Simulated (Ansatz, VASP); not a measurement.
Two plane-wave programs on Ga

```
Ga
1.0
     0.00000    3.02257    3.02257
     3.02257    0.00000    3.02257
     3.02257    3.02257    0.00000
Ga
2
Direct
  0.12500 0.12500 0.12500
  0.87500 0.87500 0.87500
```

Alike in both runs: task single point; functional BLYP; k mesh 10 × 10 × 10; occupations fermi-dirac, width 0.1 eV; no spin polarisation.

```csv
,VASP,Ansatz
version,VASP 6.6.1,Ansatz 0.2.0
potentials or method,"VASP PAW PBE potentials, release 64 (Ga_d), cutoff 520 eV","plane waves (420 eV) with PAW, scalar-relativistic"
valence electrons in the cell,26,26
```

```csv
,VASP,Ansatz,Ansatz less VASP
pressure (GPa),0.2,0.1,-0.04
```

VASP's potentials were made for PBE, not for BLYP. With one functional, cell and mesh, what is left measures potentials, basis and numerics.
